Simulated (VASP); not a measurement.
Here is a VASP 6.6.1 calculation.

INCAR

```
SYSTEM = Ti2Ge6Mo
  PREC = Accurate
  ENCUT = 520
  EDIFF = 1E-6
  ISMEAR = 0
  SIGMA = 0.1
  LREAL = .FALSE.
  LASPH = .TRUE.
  NELM = 60
  ALGO = Normal
  ISIF = 2
  LWAVE = .FALSE.
  LCHARG = .TRUE.
  GGA = PE
  LELF = .TRUE.
  LVHAR = .TRUE.
  NBANDS = 71
```

The input KPOINTS:

```
regular mesh
0
G
  4 4 4
  0 0 0
```

POSCAR

```
Ti2Ge6Mo
1.0
    0.0000000000      4.2423831000      7.1422552000
    2.3717241000      0.0000000000      7.1422552000
    2.3717241000      4.2423831000      0.0000000000
Ti Ge Mo
2 6 1
Direct
    0.6696910000      0.6696910000      0.3303090000
    0.3303090000      0.3303090000      0.6696910000
    0.0018880000      0.3264800000      0.6735200000
    0.3378750000      0.6621250000      0.3378750000
    0.6735200000      0.9981120000      0.0018880000
    0.3264800000      0.0018880000      0.9981120000
    0.6621250000      0.3378750000      0.6621250000
    0.9981120000      0.6735200000      0.3264800000
    0.0000000000      0.0000000000      0.0000000000
```

Potentials or basis: VASP PAW PBE potentials, release 64 (Ti_sv, Ge_d, Mo_sv).

Launch:

```sh
$ cat potpaw_PBE.64/Ti_sv/POTCAR potpaw_PBE.64/Ge_d/POTCAR potpaw_PBE.64/Mo_sv/POTCAR > POTCAR
$ mpirun -np 1 vasp_std > vasp.out
```

Question: Estimate the band gap on the k mesh.

Answer: Zero (bands 61 and 62 overlap by 0.99 eV).

Question: Predict the pressure.

Answer: 0.1 GPa.

Question: Estimate the largest force.

Answer: 0.081 eV/Å.

Forces on the atoms (eV/Å):
```
Ti   0.000  0.000 -0.009
Ti   0.000  0.000  0.009
Ge   0.000 -0.010  0.080
Ge   0.000  0.033  0.000
Ge   0.000 -0.010 -0.080
Ge   0.000  0.010  0.080
Ge   0.000 -0.033  0.000
Ge   0.000  0.010 -0.080
Mo   0.000  0.000  0.000
```

Caveat: the k points lie up to 0.40 Å⁻¹ apart, too coarse for converged energies and pressures of a metal.
